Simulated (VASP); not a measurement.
# NaCl (Fm-3m) in VASP: notebook

Runs on NaCl. Level: r2SCAN. Tasks: relaxation of cell and atoms, single point.

All numbers are computed with VASP 6.6.1; they aren't measurements. Logs are shortened: lines on timing, memory, paths and dates and some standing lists are left out, and cuts for length are marked.

## Step 1: The cell of the first run

The structure is cubic, space group Fm-3m (No. 225). The conventional cell has a = 5.608 Å, b = 5.608 Å, c = 5.608 Å, α = 90.00°, β = 90.00°, γ = 90.00°. Within 3.7 Å of Na (site symmetry m-3m) lie 6 Cl at 2.80 Å. Cl (site symmetry m-3m) has 6 Na at 2.80 Å within 3.7 Å.

## Step 2: Relaxation of cell and atoms, r2SCAN, target pressure 7 GPa, at which the enthalpy is minimised

POSCAR reads:

```
NaCl
1.0
    2.8039807854      2.8039807854      0.0000000000
   -2.8039807854      2.8039807854      0.0000000000
    0.0000000000      2.8039807854      2.8039807854
Na Cl
1 1
Direct
    0.0000000000      0.0000000000      0.0000000000
    0.5000000000      0.5000000000      0.0000000000
```

INCAR.step1 reads:

```
SYSTEM = NaCl
PREC = Accurate ; ENCUT = 550
ISMEAR = 0 ; SIGMA = 0.01
LREAL = .FALSE. ; LASPH = .TRUE.
NELM = 120 ; GGA = PE
ALGO = Normal ; EDIFF = 1E-5
LWAVE = .TRUE. ; LCHARG = .FALSE.
GGA_COMPAT = .FALSE. ; IBRION = 2
ISIF = 3 ; EDIFFG = -0.005
NELMIN = 4 ; NSW = 100
```

INCAR.step2 reads:

```
SYSTEM = NaCl
PREC = Accurate ; ENCUT = 550
EDIFF = 1E-7 ; ISMEAR = 0
SIGMA = 0.01 ; LREAL = .FALSE.
LASPH = .TRUE. ; NELM = 120
ALGO = Normal ; ISIF = 3
LWAVE = .FALSE. ; LCHARG = .FALSE.
METAGGA = R2SCAN ; LMIXTAU = .TRUE.
IBRION = 2 ; NSW = 100
EDIFFG = -0.002 ; PSTRESS = 70.0
ISTART = 1 ; GGA_COMPAT = .FALSE.
NELMIN = 4
```

KPOINTS reads:

```
Automatic mesh
0
G
  8 8 8
  0 0 0
```

Potentials or basis: VASP PAW PBE potentials, release 64 (Na_pv, Cl).

The run is started by

```console
cat potpaw_PBE.64/Na_pv/POTCAR potpaw_PBE.64/Cl/POTCAR > POTCAR
cp INCAR.step1 INCAR
mpirun -np 1 vasp_std > vasp.out
cp INCAR.step2 INCAR
mpirun -np 1 vasp_std > vasp.out
```

OUTCAR:

```text
SYSTEM = NaCl
   PREC = Accurate
   ENCUT = 550
   EDIFF = 1E-7
   ISMEAR = 0
   LREAL = .FALSE.
   LASPH = .TRUE.
   NELM = 120
   ISIF = 3
   METAGGA = R2SCAN
   IBRION = 2
   NSW = 100
   EDIFFG = -0.002
   PSTRESS = 70.0
   ISTART = 1
   NELMIN = 4

 ion  position               nearest neighbor table
   1  0.000  0.000  0.000-
   2  0.500  0.500  0.000-

  LATTYP: Found a face centered cubic cell.
 ALAT       =     5.6079615708

  Lattice vectors:

 A1 = (   0.0000000000,   2.8039807854,   2.8039807854)
 A2 = (   2.8039807854,   0.0000000000,   2.8039807854)
 A3 = (   2.8039807854,   2.8039807854,   0.0000000000)

Analysis of symmetry for initial positions (statically):
=====================================================================
 Subroutine PRICEL returns:
 Original cell was already a primitive cell.

 Routine SETGRP: Setting up the symmetry group for a
 face centered cubic supercell.

 Subroutine GETGRP returns: Found 48 space group operations
 (whereof 48 operations were pure point group operations)
 out of a pool of 48 trial point group operations.

The static configuration has the point symmetry O_h .

Analysis of symmetry for dynamics (positions and initial velocities):
=====================================================================
 Subroutine PRICEL returns:
 Original cell was already a primitive cell.

 Routine SETGRP: Setting up the symmetry group for a
 face centered cubic supercell.

 Subroutine GETGRP returns: Found 48 space group operations
 (whereof 48 operations were pure point group operations)
 out of a pool of 48 trial point group operations.

The dynamic configuration has the point symmetry O_h .

 Subroutine INISYM returns: Found 48 space group operations
 (whereof 48 operations are pure point group operations),
 and found     1 'primitive' translations

----------------------------------------------------------------------------------------

                                     Primitive cell

  volume of cell :      44.0915

  direct lattice vectors                    reciprocal lattice vectors
     2.803980785  2.803980785  0.000000000     0.178317912  0.178317912 -0.178317912
    -2.803980785  2.803980785  0.000000000    -0.178317912  0.178317912 -0.178317912
     0.000000000  2.803980785  2.803980785     0.000000000  0.000000000  0.356635825

  length of vectors
     3.965427655  3.965427655  3.965427655     0.308855684  0.308855684  0.356635825

  position of ions in fractional coordinates (direct lattice)
     0.000000000  0.000000000  0.000000000
     0.500000000  0.500000000  0.000000000

  ion indices of the primitive-cell ions
   primitive index   ion index
                 1           1
[... 63 lines left out ...]
 SYSTEM =  NaCl
   PREC   = accura    normal or accurate (medium, high low for compatibility)
   ISTART =      1    job   : 0-new  1-cont  2-samecut
   ICHARG =      0    charge: 1-file 2-atom 10-const
   ISPIN  =      1    spin polarized calculation?
   LNONCOLLINEAR =      F non collinear calculations
   LSORBIT =      F    spin-orbit coupling
   LASPH  =      T    aspherical Exc in radial PAW
   ENCUT  =  550.0 eV  40.42 Ry    6.36 a.u.   7.58  7.58  7.58*2*pi/ulx,y,z
   NELM   =    120;   NELMIN=  4; NELMDL=  0     # of ELM steps
   EDIFF  = 0.1E-06   stopping-criterion for ELM
   LREAL  =      F    real-space projection
   EDIFFG = -.2E-02   stopping-criterion for IOM
   NSW    =    100    number of steps for IOM
   IBRION =      2    ionic relax: 0-MD 1-quasi-New 2-CG
   NFREE  =      1    steps in history (QN), initial steepest desc. (CG)
   ISIF   =      3    stress and relaxation
   ISYM   =      2    0-nonsym 1-usesym 2-fastsym
   POTIM  = 0.5000    time-step for ionic-motion
   TEBEG  =    0.0;   TEEND  =   0.0 temperature during run
   PSTRESS=   70.0 pullay stress
   NELECT =      14.0000    total number of electrons
   NUPDOWN=      -1.0000    fix difference up-down
   EMIN   =  10.00;   EMAX   =-10.00  energy-range for DOS
   EFERMI =   0.00;   METHOD = LEGACY
   ISMEAR =     0;   SIGMA  =   0.01  broadening in eV -4-tet -1-fermi 0-gaus
   EFERMI_NEDOS =   21; number of points for ismear=-14 and -15
   IALGO  =     38    algorithm
   IMIX   =      4    mixing-type and parameters
     AMIX     =   0.40;   BMIX     =  1.00
     AMIX_MAG =   1.60;   BMIX_MAG =  1.00
  volume/ion in A,a.u.               =      22.05       148.77
  Fermi-wavevector in a.u.,A,eV,Ry     =   1.116861  2.110561 16.971616  1.247379
  Thomas-Fermi vector in A             =   2.253479
   LORBIT       =      0    0 simple, 1 ext, 2 COOP (PROOUT), +10 PAW based schemes
   METAGGA = R2SCAN    functional components
   LHFCALC =     F    Hartree Fock is set to
   AEXX    =    0.0000 exact exchange contribution
   IVDW    =     0    specifies the selected vdW correction
   LEPSILON=     F    determine dielectric tensor
   LRPA    =     F    only Hartree local field effects (RPA)
 conjugate gradient relaxation of ions
 non-spin polarized calculation
 Gauss-broadening in eV      SIGMA  =   0.01
  energy-cutoff  :      550.00
  volume of cell :       44.09
 maximum number of plane-waves:      1308
   NGX = 15   NGY = 15   NGZ = 15

--------------------------------------- Ionic step        1  -------------------------------------------

 number of electron      14.0000003 magnetization

 Free energy of the ion-electron system (eV)
  ---------------------------------------------------
  ext. energy  EPLUGINS =         0.00000000
  ---------------------------------------------------
  free energy    TOTEN  =       -13.79112034 eV

  energy without entropy =      -13.79112034  energy(sigma->0) =      -13.79112034

 E-fermi :  -0.9953     XC(G=0):  -8.7242

 val. band max:       -1.0650065184   @ k =   0.0000   0.0000   0.0000
 cond. band min:       4.9274867695   @ k =   0.0000   0.0000   0.0000
 fundamental gap:      5.9924932879
 Fermi energy:        -0.9953218851

 k-point     1 :       0.0000    0.0000    0.0000
  band No.  band energies     occupation
      1     -22.5531      2.00000
      2     -22.5531      2.00000
      3     -22.5531      2.00000
      4     -14.3264      2.00000
      5      -1.0650      2.00000
      6      -1.0650      2.00000
      7      -1.0650      2.00000
      8       4.9275      0.00000
      9      10.7115      0.00000
     10      10.7115      0.00000
     11      10.7115      0.00000
[... 473 lines left out ...]
--------------------------------------- Ionic step        5  -------------------------------------------

 number of electron      14.0000004 magnetization

 Free energy of the ion-electron system (eV)
  ---------------------------------------------------
  ext. energy  EPLUGINS =         0.00000000
  ---------------------------------------------------
  free energy    TOTEN  =       -13.66869010 eV

  energy without entropy =      -13.66869010  energy(sigma->0) =      -13.66869010

 E-fermi :   0.2172     XC(G=0):  -9.5750

 val. band max:        0.1135604156   @ k =   0.0000   0.0000   0.0000
 cond. band min:       6.9629999978   @ k =   0.0000   0.0000   0.0000
 fundamental gap:      6.8494395821
 Fermi energy:         0.2172412027

 k-point     1 :       0.0000    0.0000    0.0000
  band No.  band energies     occupation
      1     -21.1289      2.00000
      2     -21.1289      2.00000
      3     -21.1289      2.00000
      4     -13.6417      2.00000
      5       0.1136      2.00000
      6       0.1136      2.00000
      7       0.1136      2.00000
      8       6.9630      0.00000
      9      11.9940      0.00000
     10      11.9940      0.00000
     11      11.9940      0.00000
[... 355 lines left out ...]
  energy  without entropy=      -13.6686901004  energy(sigma->0) =      -13.66869010

  enthalpy is  TOTEN    =       -12.0530806059 eV   P V=        1.6156094944

 reached required accuracy - stopping structural energy minimisation
```

OUTCAR.step1:

```text
SYSTEM = NaCl
   PREC = Accurate
   ENCUT = 550
   ISMEAR = 0
   LREAL = .FALSE.
   LASPH = .TRUE.
   NELM = 120
   GGA = PE
   EDIFF = 1E-5
   IBRION = 2
[... 625 lines left out ...]
  -------------------------------------------------------------------------------------
  Total       -0.0074312     -0.0074312     -0.0074312      0.0000000      0.0000000      0.0000000
  in kB       -0.2577514     -0.2577514     -0.2577514      0.0000000      0.0000000      0.0000000
  external PRESSURE =      -0.2577514 kB  Pullay stress =       0.0000000 kB
[... 17 lines left out ...]
  FREE ENERGIE OF THE ION-ELECTRON SYSTEM (eV)
  ---------------------------------------------------
  free  energy   TOTEN  =        -6.7776106188 eV

  energy  without entropy=       -6.7776106188  energy(sigma->0) =       -6.77761062

 reached required accuracy - stopping structural energy minimisation
```

Wall time 2.8 min (1 thread of Intel Xeon 6975P-C (Granite Rapids), shared host); peak memory 0.17 GiB.

Results:

```yaml
Free_energy: -13.6687 eV
Relaxed_volume: 18.49 Å³/atom
Relaxed_cell: a = 3.740 Å, b = 3.740 Å, c = 3.740 Å, α = 60.00°, β = 60.00°, γ = 90.00°
Space_group_after_relaxing_to_0.1_Å: Fm-3m (No. 225)
Energy_change_on_relaxing_the_run_minimises_the_enthalpy: +61.2 meV/atom
Ionic_steps: 5
Pressure_after_relaxing: 7.0 GPa
Band_gap_on_the_k_mesh: 6.85 eV
```

Step by step:
| step | energy change (eV) | largest force (eV/Å) | pressure (GPa) | volume (Å³) |
| --- | --- | --- | --- | --- |
| 1 | 0.0000 | 0.0000 | -0.19 | 44.09 |
| 2 | 0.0808 | 0.0000 | 5.36 | 38.08 |
| 3 | 0.1181 | 0.0000 | 6.83 | 37.08 |
| 4 | 0.1237 | 0.0000 | 7.05 | 36.95 |
| 5 | 0.1224 | 0.0000 | 7.00 | 36.98 |

Final structure:
```yaml
crystal:
  lattice:
    - [2.64427, 2.64427, 0.00000]
    - [-2.64427, 2.64427, 0.00000]
    - [0.00000, 2.64427, 2.64427]
  atoms:
    - { symbol: Na, position: [0.00000, 0.00000, 0.00000] }
    - { symbol: Cl, position: [0.50000, 0.50000, 0.00000] }
```

Levels at points of the mesh, in eV from the valence-band top:
```csv
k point,band 5,band 6,band 7,band 8,band 9,band 10
"(0.00, 0.00, 0.00)",0.00,0.00,0.00,6.85,11.88,11.88
"(0.50, 0.00, 0.00)",-2.59,-0.42,-0.42,8.29,12.20,12.20
"(0.50, 0.50, 0.00)",-2.26,-0.82,-0.82,8.36,9.00,13.78
```

Caveat: the cell is relaxed towards a set pressure, so the run minimises the enthalpy, not the energy; the volume moved by over 15 % at a fixed basis, so the end points are rough; the PAW data sets were made with another functional, which shifts forces and pressure a little.

## Step 3: Relaxation of cell and atoms, r2SCAN, target pressure 10 GPa, at which the enthalpy is minimised

POSCAR is that of step 2.

INCAR.step1 reads:

```
SYSTEM = NaCl
PREC = Accurate
ENCUT = 550
ISMEAR = 0
SIGMA = 0.01
LREAL = .FALSE.
LASPH = .TRUE.
NELM = 120
GGA = PE
ALGO = Normal
EDIFF = 1E-5
LWAVE = .TRUE.
LCHARG = .FALSE.
GGA_COMPAT = .FALSE.
IBRION = 2
ISIF = 3
EDIFFG = -0.005
NELMIN = 4
NSW = 100
```

INCAR.step2 reads:

```
SYSTEM = NaCl
PREC = Accurate
ENCUT = 550
EDIFF = 1E-7
ISMEAR = 0
SIGMA = 0.01
LREAL = .FALSE.
LASPH = .TRUE.
NELM = 120
ALGO = Normal
ISIF = 3
LWAVE = .FALSE.
LCHARG = .FALSE.
METAGGA = R2SCAN
LMIXTAU = .TRUE.
IBRION = 2
NSW = 100
EDIFFG = -0.002
PSTRESS = 100.0
ISTART = 1
GGA_COMPAT = .FALSE.
NELMIN = 4
```

KPOINTS reads:

```
regular mesh
0
G
  8 8 8
  0 0 0
```

Potentials or basis: VASP PAW PBE potentials, release 64 (Na_pv, Cl).

The run is started by

```console
cat potpaw_PBE.64/Na_pv/POTCAR potpaw_PBE.64/Cl/POTCAR > POTCAR
cp INCAR.step1 INCAR
mpirun -np 1 vasp_std > vasp.out
cp INCAR.step2 INCAR
mpirun -np 1 vasp_std > vasp.out
```

It took 3.1 min on 1 thread of Intel Xeon 6975P-C (Granite Rapids), shared host; peak memory 0.17 GiB.

Results (log left out):

```
Free energy                                                : -13.5822 eV
Relaxed volume                                             : 17.66 Å³/atom
Relaxed cell                                               : a = 3.683 Å, b = 3.683 Å, c = 3.683 Å, α = 60.00°, β = 60.00°, γ = 90.00°
Space group after relaxing (to 0.1 Å)                      : Fm-3m (No. 225)
Energy change on relaxing (the run minimises the enthalpy) : +104.5 meV/atom
Ionic steps                                                : 6
Pressure after relaxing                                    : 10.0 GPa
Band gap on the k mesh                                     : 7.11 eV
```

The path:
```csv
step,energy change (eV),largest force (eV/Å),pressure (GPa),volume (Å³)
1,0.0000,0.0000,-0.19,44.09
2,0.1841,0.0000,9.18,35.74
3,0.2066,0.0000,9.92,35.36
4,0.2167,0.0000,10.25,35.19
5,0.2078,0.0000,9.96,35.34
6,0.2090,0.0000,10.00,35.32
```

Final structure:
```
Na Cl
1.0
     2.60408    2.60408    0.00000
    -2.60408    2.60408    0.00000
     0.00000    2.60408    2.60408
Na Cl
1 1
Direct
  0.00000 0.00000 0.00000
  0.50000 0.50000 0.00000
```

Levels at points of the mesh, in eV from the valence-band top:
| k point | band 3 | band 4 | band 5 | band 6 | band 7 | band 8 | band 9 | band 10 | band 11 |
| --- | --- | --- | --- | --- | --- | --- | --- | --- | --- |
| (0.00, 0.00, 0.00) | -21.20 | -13.91 | 0.00 | 0.00 | 0.00 | 7.11 | 11.89 | 11.89 | 11.89 |
| (0.50, 0.00, 0.00) | -21.21 | -13.23 | -2.78 | -0.46 | -0.46 | 8.36 | 12.29 | 12.29 | 13.77 |
| (0.50, 0.50, 0.00) | -21.22 | -13.19 | -2.42 | -0.88 | -0.88 | 8.27 | 9.12 | 14.19 | 16.86 |

Caveat: the cell is relaxed towards a set pressure, so the run minimises the enthalpy, not the energy; the volume moved by over 15 % at a fixed basis, so the end points are rough; the PAW data sets were made with another functional, which shifts forces and pressure a little.

## Step 4: Relaxation of cell and atoms, r2SCAN, target pressure 15 GPa, at which the enthalpy is minimised

POSCAR is that of step 3.

INCAR.step1 is that of step 3.

INCAR.step2: that of step 3 with these lines changed.

```diff
@@ -18,3 +18,3 @@
 EDIFFG = -0.002
-PSTRESS = 100.0
+PSTRESS = 150.0
 ISTART = 1
```

KPOINTS is that of step 3.

The run is started by

```console
cat potpaw_PBE.64/Na_pv/POTCAR potpaw_PBE.64/Cl/POTCAR > POTCAR
cp INCAR.step1 INCAR
mpirun -np 1 vasp_std > vasp.out
cp INCAR.step2 INCAR
mpirun -np 1 vasp_std > vasp.out
```

Wall time 6.4 min (1 thread of Intel Xeon 6975P-C (Granite Rapids), shared host); peak memory 0.18 GiB.

Results (log left out):

* Free energy: -13.4123 eV
* Relaxed volume: 16.55 Å³/atom
* Relaxed cell: a = 3.604 Å, b = 3.604 Å, c = 3.604 Å, α = 60.00°, β = 60.00°, γ = 90.00°
* Space group after relaxing (to 0.1 Å): Fm-3m (No. 225)
* Energy change on relaxing (the run minimises the enthalpy): +189.4 meV/atom
* Ionic steps: 17
* Pressure after relaxing: 15.0 GPa
* Band gap on the k mesh: 7.51 eV

The path:
| step | energy change (eV) | largest force (eV/Å) | pressure (GPa) | volume (Å³) |
| --- | --- | --- | --- | --- |
| 1 | 0.0000 | 0.0000 | -0.19 | 44.09 |
| 2 | 0.4862 | 0.0000 | 18.10 | 32.06 |
| 3 | 0.3820 | 0.0000 | 15.09 | 33.07 |
| 4 | 0.3636 | 0.0000 | 14.59 | 33.27 |
| 5 | 0.3640 | 0.0000 | 14.60 | 33.27 |
| 6 | 0.3651 | 0.0000 | 14.63 | 33.26 |
| 7 | 0.3652 | 0.0000 | 14.63 | 33.26 |
| 8 | 0.3652 | 0.0000 | 14.63 | 33.26 |
| 9 | 0.3653 | 0.0000 | 14.63 | 33.25 |
| 10 | 0.3655 | 0.0000 | 14.63 | 33.25 |
| 11 | 0.3658 | 0.0000 | 14.64 | 33.25 |
| 12 | 0.3664 | 0.0000 | 14.66 | 33.24 |
| 13 | 0.3678 | 0.0000 | 14.70 | 33.23 |
| 14 | 0.3704 | 0.0000 | 14.77 | 33.20 |
| 15 | 0.3758 | 0.0000 | 14.92 | 33.14 |
| 16 | 0.3866 | 0.0000 | 15.21 | 33.02 |
| 17 | 0.3789 | 0.0000 | 15.00 | 33.11 |

Final structure:
```cif
data_structure
_symmetry_space_group_name_H-M 'P 1'
_symmetry_Int_Tables_number 1
_cell_length_a 3.6042
_cell_length_b 3.6042
_cell_length_c 3.6042
_cell_angle_alpha 60.000
_cell_angle_beta 60.000
_cell_angle_gamma 90.000
_cell_volume 33.11
loop_
_atom_site_label
_atom_site_type_symbol
_atom_site_fract_x
_atom_site_fract_y
_atom_site_fract_z
_atom_site_occupancy
Na1 Na 0.00000 0.00000 0.00000 1
Cl1 Cl 0.50000 0.50000 0.00000 1
```

Levels at points of the mesh, in eV from the valence-band top:
| k point | band 3 | band 4 | band 5 | band 6 | band 7 | band 8 | band 9 | band 10 | band 11 |
| --- | --- | --- | --- | --- | --- | --- | --- | --- | --- |
| (0.00, 0.00, 0.00) | -21.17 | -14.16 | 0.00 | 0.00 | 0.00 | 7.51 | 11.88 | 11.88 | 11.88 |
| (0.50, 0.00, 0.00) | -21.18 | -13.34 | -3.06 | -0.52 | -0.52 | 8.45 | 12.42 | 12.42 | 14.40 |
| (0.50, 0.50, 0.00) | -21.20 | -13.31 | -2.66 | -0.97 | -0.97 | 8.12 | 9.30 | 14.79 | 17.07 |

Caveat: the cell is relaxed towards a set pressure, so the run minimises the enthalpy, not the energy; the volume moved by over 15 % at a fixed basis, so the end points are rough; the PAW data sets were made with another functional, which shifts forces and pressure a little.

(Part 1 of 2 ends here.)
